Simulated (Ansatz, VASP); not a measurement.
One calculation of Zn4SeO3, two programs

```xyz
8
Lattice="-2.4571 2.4571 4.7892 2.4571 -2.4571 4.7892 2.4571 2.4571 -4.7892" Properties=species:S:1:pos:R:3 pbc="T T T"
Zn    1.3972    1.3972   -1.3419
Zn    1.0599    1.0599    3.4473
Zn    1.0599   -1.0599    6.1312
Zn   -1.0599    1.0599    6.1312
Se    0.0000    0.0000    0.0000
O     0.0000    0.0000    4.7892
O     2.4571    0.0000    2.3946
O     0.0000    2.4571    2.3946
```

Alike in both runs: functional PBE; k mesh 4 × 4 × 4; occupations gaussian, width 0.15 eV; no spin polarisation.

Ansatz relaxed the structure, and its values are those at the end. VASP's run is a single point on that final structure, the one shown.

```csv
,VASP,Ansatz
version,VASP 6.6.1,Ansatz 0.2.0
potentials or method,"VASP PAW PBE potentials, release 64 (Zn, Se, O), cutoff 520 eV","scalar-relativistic, plane waves, PAW"
valence electrons in the cell,72,82
```

```tsv
	VASP	Ansatz	Ansatz less VASP
gap on the k mesh at the Fermi level (eV)	0.45	0.47	+0.013
least direct gap on the mesh (eV)	0.45	0.47	+0.013
pressure (GPa)	1.1	0.5	-0.60
rms of the force components (eV/Å)	0.016	0.009	-0.0067
```

VASP's potentials hold 72 valence electrons a cell and Ansatz's 82, so a difference there can come from the potentials and not from the codes.

The k mesh is coarse, so the values compare programs but aren't converged.
